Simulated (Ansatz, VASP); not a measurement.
**Two plane-wave programs on Cu3H3Au**

```
Cu Au H
1.0
     4.01210    0.00000    0.00000
     0.00000    4.01210    0.00000
     0.00000    0.00000    4.01210
Cu Au H
3 1 3
Direct
  0.00000 0.50000 0.50000
  0.50000 0.00000 0.50000
  0.50000 0.50000 0.00000
  0.00000 0.00000 0.00000
  0.00000 0.00000 0.50000
  0.50000 0.00000 0.00000
  0.00000 0.50000 0.00000
```

Alike in both runs: task relaxation of cell and atoms; functional PBE; k mesh 8 × 8 × 8; occupations gaussian, width 0.1 eV; no spin polarisation.

|  | VASP | Ansatz |
| --- | --- | --- |
| version | VASP 6.6.1 | Ansatz 0.2.0 |
| potentials or method | VASP PAW PBE potentials, release 64 (Cu, Au, H), cutoff 600 eV | scalar-relativistic, plane waves, PAW |
| valence electrons in the cell | 47 | 79 |

Ansatz gave:

* gap on the k mesh at the Fermi level, each at its own relaxed structure (eV): none
* relaxed volume (Å³/atom): 9.20
* relaxed cell length with the largest relative difference (Å): 4.008

Task: Estimate VASP's values.

Result: gap on the k mesh at the Fermi level, each at its own relaxed structure (eV): none; relaxed volume (Å³/atom): 9.23; relaxed cell length with the largest relative difference (Å): 4.012.

A gap of «none» marks a metal or a gap that the smearing closes. VASP's potentials hold 47 valence electrons a cell and Ansatz's 79, so a difference there can come from the potentials and not from the codes.

Spin-orbit coupling is off throughout. Noted on VASP's run: the relaxation stopped at its first step, so nothing moved.
